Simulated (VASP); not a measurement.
# Tl (P6_3/mmc) in VASP: notebook, part 2 of 2

VASP 6.6.1.

### Step 4. Relaxation of cell and atoms, PBE+D3(BJ), target pressure 3 GPa, at which the enthalpy is minimised

This run uses another cell than the first one, of 28.54 Å³/atom, 1.034 times its volume.

INCAR reads:

```
PREC     = Accurate       # precision mode
ENCUT    = 600            # plane-wave cutoff, eV
EDIFF    = 1E-6           # SCF threshold, eV
ISMEAR   = 0              # smearing method
SIGMA    = 0.1            # smearing width, eV
LREAL    = False          # projectors in reciprocal space
LASPH    = True           # aspherical terms in the spheres
NELM     = 100            # most SCF steps
ALGO     = Normal         # electronic algorithm
ISIF     = 3              # what is computed and relaxed
LWAVE    = False          # write WAVECAR
LCHARG   = False          # write CHGCAR
GGA      = PE             # functional
IVDW     = 12             # dispersion correction
IBRION   = 2              # ionic algorithm
NSW      = 70             # ionic steps
EDIFFG   = -0.008         # ionic threshold
PSTRESS  = 30.0
```

KPOINTS reads:

```
Automatic mesh
0
Gamma
  15 15 4
```

POSCAR reads:

```
Tl
1.0
    3.4238673948      0.0000000000      0.0000000000
   -1.7119336974      2.9651561431      0.0000000000
    0.0000000000      0.0000000000     11.2434566203
Tl
4
Direct
    0.0000000000      0.0000000000      0.0000000000
    0.3333333333      0.6666666667      0.2500000000
    0.0000000000      0.0000000000      0.5000000000
    0.6666666667      0.3333333333      0.7500000000
```

Potentials or basis: VASP PAW PBE potentials, release 64 (Tl_d).

The run is started by

```bash
$ cat potpaw_PBE.64/Tl_d/POTCAR > POTCAR
$ mpirun -np 1 vasp_std > vasp.out
```

OUTCAR:

```text
PREC = Accurate
   ENCUT = 600
   EDIFF = 1E-6
   ISMEAR = 0
   LREAL = False
   LASPH = True
   NELM = 100
   ISIF = 3
   GGA = PE
   IVDW = 12
   IBRION = 2
   NSW = 70
   EDIFFG = -0.008
   PSTRESS = 30.0
 IVDW          = 12

 ion  position               nearest neighbor table
   1  0.000  0.000  0.000-   2 3.44   4 3.44   4 3.44   2 3.44   4 3.44   2 3.44
   2  0.333  0.667  0.250-   1 3.44   3 3.44   1 3.44   3 3.44   1 3.44   3 3.44
   3  0.000  0.000  0.500-   2 3.44   4 3.44   4 3.44   2 3.44   4 3.44   2 3.44
   4  0.667  0.333  0.750-   1 3.44   3 3.44   1 3.44   3 3.44   1 3.44   3 3.44

  LATTYP: Found a hexagonal cell.
 ALAT       =     3.4238673948
 C/A-ratio  =     3.2838469847

  Lattice vectors:

 A1 = (   3.4238673948,   0.0000000000,   0.0000000000)
 A2 = (  -1.7119336974,   2.9651561431,   0.0000000000)
 A3 = (   0.0000000000,   0.0000000000,  11.2434566203)

Analysis of symmetry for initial positions (statically):
=====================================================================
 Subroutine PRICEL returns:
 Original cell was already a primitive cell.

 Routine SETGRP: Setting up the symmetry group for a
 hexagonal supercell.

 Subroutine GETGRP returns: Found 24 space group operations
 (whereof 12 operations were pure point group operations)
 out of a pool of 24 trial point group operations.

The static configuration has the point symmetry D_3d.
 The point group associated with its full space group is D_6h.

[... 146 lines left out ...]
   LEPSILON=     F    determine dielectric tensor
   LRPA    =     F    only Hartree local field effects (RPA)
 conjugate gradient relaxation of ions
 non-spin polarized calculation
 Gauss-broadening in eV      SIGMA  =   0.10
  energy-cutoff  :      600.00
  volume of cell :      114.15
 maximum number of plane-waves:      3843
 NGX is ok and might be reduce to    28
   NGX = 13   NGY = 13   NGZ = 45

--------------------------------------- Ionic step        1  -------------------------------------------

 number of electron      52.0000003 magnetization

 Free energy of the ion-electron system (eV)
  ---------------------------------------------------
  ext. energy  EPLUGINS =         0.00000000
  ---------------------------------------------------
  free energy    TOTEN  =        -8.75256931 eV

  energy without entropy =       -8.74473182  energy(sigma->0) =       -8.74865056

------------------------ aborting loop because EDIFF is reached ----------------------------------------

 Edisp (eV)   -1.37403

 E8    (eV) :    -0.7186
[... 79 lines left out ...]
--------------------------------------- Ionic step        3  -------------------------------------------

 number of electron      51.9999995 magnetization

 Free energy of the ion-electron system (eV)
  ---------------------------------------------------
  ext. energy  EPLUGINS =         0.00000000
  ---------------------------------------------------
  free energy    TOTEN  =        -8.62314171 eV

  energy without entropy =       -8.61529055  energy(sigma->0) =       -8.61921613

 E-fermi :   7.0783     XC(G=0): -10.4339

 val. band max:        7.0748662544   @ k =   0.2667   0.1333   0.0000
 cond. band min:       7.0871121735   @ k =   0.4667  -0.0000   0.2500
 fundamental gap:      0.0122459191
 Fermi energy:         7.0782534946

 k-point     1 :       0.0000    0.0000    0.0000
  band No.  band energies     occupation
      1      -4.8459      2.00000
      2      -4.7103      2.00000
      3      -4.6928      2.00000
      4      -4.5981      2.00000
      5      -4.5917      2.00000
      6      -4.5917      2.00000
[... 805 lines left out ...]
     30       8.7849      0.00000
     31       9.4070      0.00000

 [... further k-points ...]

------------------------ aborting loop because EDIFF is reached ----------------------------------------

 Edisp (eV)   -1.44099

 E8    (eV) :    -0.7540
[... 31 lines left out ...]
  energy  without entropy=      -10.0562799468  energy(sigma->0) =      -10.06020553

  enthalpy is  TOTEN    =        -8.0223310852 eV   P V=        2.0418000227

 reached required accuracy - stopping structural energy minimisation
```

Wall time 8.9 min (1 thread of Intel Xeon Platinum 8375C at 2.90GHz (Ice Lake), shared host); peak memory 0.44 GiB.

What came out:

- Free energy: -10.0641 eV
- Relaxed volume: 27.26 Å³/atom
- Relaxed cell: a = 3.372 Å, b = 3.372 Å, c = 11.074 Å, α = 90.00°, β = 90.00°, γ = 120.00°
- Space group after relaxing (to 0.05 Å): P6_3/mmc (No. 194)
- Energy change on relaxing (the enthalpy is what falls): +15.6 meV/atom
- Ionic steps: 3
- Pressure after relaxing: 3.0 GPa
- Band gap on the k mesh: zero (band 26 reaches 10.48 eV, above the bottom of band 27 at 5.95 eV)
- Dispersion energy per atom: -0.360 eV

The path:
```tsv
step	energy change (eV)	largest force (eV/Å)	pressure (GPa)	volume (Å³)
1	0.0000	0.0000	1.00	114.15
2	0.0759	0.0000	3.31	108.36
3	0.0625	0.0000	3.01	109.04
```

Final structure:
```
CELL_PARAMETERS angstrom
3.37195 0.00000 0.00000
-1.68598 2.92020 0.00000
0.00000 0.00000 11.07411
ATOMIC_POSITIONS crystal
Tl 0.00000 0.00000 0.00000
Tl 0.33333 0.66667 0.25000
Tl 0.00000 0.00000 0.50000
Tl 0.66667 0.33333 0.75000
```

Caveat: the cell is relaxed towards a set pressure, so the enthalpy falls and the energy may rise; spin-orbit coupling is left out, which moves the levels of the heavy elements; pairwise dispersion overbinds metals, which lowers pressure and volume.

### Step 5. Relaxation of cell and atoms, PBE+D3(BJ)

This run uses another cell than the first one, of 30.03 Å³/atom, 1.088 times its volume.

INCAR reads:

```
ALGO     = Normal         # electronic algorithm
EDIFF    = 1E-6           # SCF threshold, eV
EDIFFG   = -0.005         # ionic threshold
ENCUT    = 600            # plane-wave cutoff, eV
GGA      = PE             # functional
IBRION   = 2              # ionic algorithm
ISIF     = 3              # what is computed and relaxed
ISMEAR   = 0              # smearing method
IVDW     = 12             # dispersion correction
LASPH    = T              # aspherical terms in the spheres
LCHARG   = F              # write CHGCAR
LREAL    = F              # projectors in reciprocal space
LWAVE    = F              # write WAVECAR
NELM     = 100            # most SCF steps
NSW      = 100            # ionic steps
PREC     = Accurate       # precision mode
SIGMA    = 0.1            # smearing width, eV
```

KPOINTS reads:

```
k-points
0
Gamma
  15 15 4
```

POSCAR reads:

```
Tl
1.0
    3.5086375776      0.0000000000      0.0000000000
   -1.7543187888      3.0385692748      0.0000000000
    0.0000000000      0.0000000000     11.2656046300
Tl
4
Direct
    0.0000000000      0.0000000000      0.0000000000
    0.3333333300      0.6666666700      0.2500000000
    0.0000000000      0.0000000000      0.5000000000
    0.6666666700      0.3333333300      0.7500000000
```

Potentials or basis: VASP PAW PBE potentials, release 64 (Tl_d).

The run is started by

```bash
$ cat potpaw_PBE.64/Tl_d/POTCAR > POTCAR
$ mpirun -np 1 vasp_std > vasp.out
```

OUTCAR:

```text
EDIFF = 1E-6
   EDIFFG = -0.005
   ENCUT = 600
   GGA = PE
   IBRION = 2
   ISIF = 3
   ISMEAR = 0
   IVDW = 12
   LASPH = T
   LREAL = F
   NELM = 100
   NSW = 100
   PREC = Accurate
 IVDW          = 12

 ion  position               nearest neighbor table
   1  0.000  0.000  0.000-   2 3.47   4 3.47   2 3.47   4 3.47   4 3.47   2 3.47
   2  0.333  0.667  0.250-   1 3.47   3 3.47   1 3.47   3 3.47   1 3.47   3 3.47
   3  0.000  0.000  0.500-   2 3.47   4 3.47   2 3.47   4 3.47   4 3.47   2 3.47
   4  0.667  0.333  0.750-   1 3.47   3 3.47   1 3.47   3 3.47   1 3.47   3 3.47

  LATTYP: Found a hexagonal cell.
 ALAT       =     3.5086375776
 C/A-ratio  =     3.2108202631

  Lattice vectors:

 A1 = (   3.5086375776,   0.0000000000,   0.0000000000)
 A2 = (  -1.7543187888,   3.0385692748,   0.0000000000)
 A3 = (   0.0000000000,   0.0000000000,  11.2656046300)

Analysis of symmetry for initial positions (statically):
=====================================================================
 Subroutine PRICEL returns:
 Original cell was already a primitive cell.

 Routine SETGRP: Setting up the symmetry group for a
 hexagonal supercell.

 Subroutine GETGRP returns: Found 24 space group operations
 (whereof 12 operations were pure point group operations)
 out of a pool of 24 trial point group operations.

The static configuration has the point symmetry D_3d.
[... 151 lines left out ...]
 non-spin polarized calculation
 Gauss-broadening in eV      SIGMA  =   0.10
  energy-cutoff  :      600.00
  volume of cell :      120.11
 maximum number of plane-waves:      4029
 NGX is ok and might be reduce to    28
   NGX = 13   NGY = 13   NGZ = 45

--------------------------------------- Ionic step        1  -------------------------------------------

 number of electron      52.0000009 magnetization

 Free energy of the ion-electron system (eV)
  ---------------------------------------------------
  ext. energy  EPLUGINS =         0.00000000
  ---------------------------------------------------
  free energy    TOTEN  =        -8.82524712 eV

  energy without entropy =       -8.81592816  energy(sigma->0) =       -8.82058764

 E-fermi :   6.0804     XC(G=0):  -9.9498

 val. band max:        6.0786340171   @ k =   0.1333   0.0667   0.5000
 cond. band min:       6.0855265996   @ k =   0.3333  -0.0000   0.2500
 fundamental gap:      0.0068925825
 Fermi energy:         6.0804131137

 k-point     1 :       0.0000    0.0000    0.0000
  band No.  band energies     occupation
      1      -5.6401      2.00000
      2      -5.5356      2.00000
      3      -5.5222      2.00000
      4      -5.4850      2.00000
      5      -5.4850      2.00000
      6      -5.4652      2.00000
[... 1142 lines left out ...]
--------------------------------------- Ionic step        9  -------------------------------------------

 number of electron      52.0000012 magnetization

 Free energy of the ion-electron system (eV)
  ---------------------------------------------------
  ext. energy  EPLUGINS =         0.00000000
  ---------------------------------------------------
  free energy    TOTEN  =        -8.80342332 eV

  energy without entropy =       -8.79549434  energy(sigma->0) =       -8.79945883

 E-fermi :   6.2866     XC(G=0): -10.0609

 val. band max:        6.2859624873   @ k =   0.2000  -0.0000   0.5000
 cond. band min:       6.2905904566   @ k =   0.2667   0.1333   0.0000
 fundamental gap:      0.0046279692
 Fermi energy:         6.2865856693

 k-point     1 :       0.0000    0.0000    0.0000
  band No.  band energies     occupation
      1      -5.4626      2.00000
      2      -5.3615      2.00000
      3      -5.3462      2.00000
      4      -5.2827      2.00000
      5      -5.2778      2.00000
      6      -5.2778      2.00000
[... 842 lines left out ...]
  FREE ENERGIE OF THE ION-ELECTRON SYSTEM (eV)
  ---------------------------------------------------
  free  energy   TOTEN  =       -10.1375074034 eV

  energy  without entropy=      -10.1295784261  energy(sigma->0) =      -10.13354291

 reached required accuracy - stopping structural energy minimisation
```

CONTCAR:

```text
Tl
   1.00000000000000
     3.4565914424600752   -0.0000000000000000   -0.0000000000000000
    -1.7282957212300376    2.9934959996033204    0.0000000000000000
     0.0000000000000000   -0.0000000000000000   11.3497836833773960
  Tl
     4
Direct
     0.0000000000000000    0.0000000000000000    0.0000000000000000
     0.3333333300000021    0.6666666699999979    0.2500000000000000
     0.0000000000000000    0.0000000000000000    0.5000000000000000
     0.6666666699999979    0.3333333300000021    0.7500000000000000

  0.00000000E+00  0.00000000E+00  0.00000000E+00
  0.00000000E+00  0.00000000E+00  0.00000000E+00
  0.00000000E+00  0.00000000E+00  0.00000000E+00
  0.00000000E+00  0.00000000E+00  0.00000000E+00
```

Wall time 14 min (1 thread of Intel Xeon 6975P-C (Granite Rapids), shared host); peak memory 0.45 GiB.

What came out:

| Quantity | Value |
| --- | --- |
| Free energy | -10.1375 eV |
| Relaxed volume | 29.36 Å³/atom |
| Relaxed cell | a = 3.457 Å, b = 3.457 Å, c = 11.350 Å, α = 90.00°, β = 90.00°, γ = 120.00° |
| Space group after relaxing (to 0.05 Å) | P6_3/mmc (No. 194) |
| Energy gained by relaxing | 2.2 meV/atom |
| Ionic steps | 9 |
| Pressure after relaxing | 0.0 GPa |
| Band gap on the k mesh | zero (band 26 reaches 9.41 eV, above the bottom of band 27 at 5.28 eV) |
| Dispersion energy per atom | -0.334 eV |

The path:
| step | energy change (eV) | largest force (eV/Å) | pressure (GPa) | volume (Å³) |
| --- | --- | --- | --- | --- |
| 1 | 0.0000 | 0.0000 | -0.69 | 120.11 |
| 2 | -0.0064 | 0.0000 | -0.11 | 117.88 |
| 3 | -0.0068 | 0.0000 | 0.09 | 117.17 |
| 4 | -0.0068 | 0.0000 | 0.06 | 117.26 |
| 5 | -0.0076 | 0.0000 | 0.06 | 117.27 |
| 6 | -0.0083 | 0.0000 | 0.06 | 117.28 |
| 7 | -0.0088 | 0.0000 | 0.05 | 117.29 |
| 8 | -0.0088 | 0.0000 | -0.03 | 117.54 |
| 9 | -0.0088 | 0.0000 | 0.00 | 117.44 |

Final structure:
```
Tl
1.0
     3.45659    0.00000    0.00000
    -1.72830    2.99350    0.00000
     0.00000    0.00000   11.34978
Tl
4
Direct
  0.00000 0.00000 0.00000
  0.33333 0.66667 0.25000
  0.00000 0.00000 0.50000
  0.66667 0.33333 0.75000
```

Caveat: spin-orbit coupling is left out, which moves the levels of the heavy elements; pairwise dispersion overbinds metals, which lowers pressure and volume.

### Step 6. Summary

```tsv
task	cell	gap on the mesh (eV)	pressure (GPa)
relaxation of shape and atoms at fixed volume	relaxed from a = 3.386, b = 3.386, c = 11.118 Å, angles 90.0, 90.0, 120.0°, 4 atoms	none	2.4
relaxation of shape and atoms at fixed volume	relaxed from a = 3.312, b = 3.312, c = 10.877 Å, angles 90.0, 90.0, 120.0°, 4 atoms	none	6.0
relaxation of cell and atoms	relaxed to 3 GPa from a = 3.424, b = 3.424, c = 11.243 Å, angles 90.0, 90.0, 120.0°, 4 atoms	none	3.0
relaxation of cell and atoms	relaxed from a = 3.509, b = 3.509, c = 11.266 Å, angles 90.0, 90.0, 120.0°, 4 atoms	none	0.0
```

Alike in all rows: level PBE+D3(BJ); potentials or basis VASP PAW PBE potentials, release 64 (Tl_d); no spin polarisation; k mesh 15 × 15 × 4; cutoff (eV) 600; smearing gaussian 0.1 eV.

Caveats: spin-orbit coupling is left out, which moves the levels of the heavy elements; pairwise dispersion overbinds metals, which lowers pressure and volume; the relaxation stopped at its first step, so nothing moved (some runs); the cell is relaxed towards a set pressure, so the enthalpy falls and the energy may rise (some runs).

Total energies depend on the potentials used, so only differences within one code and one set of settings carry meaning.
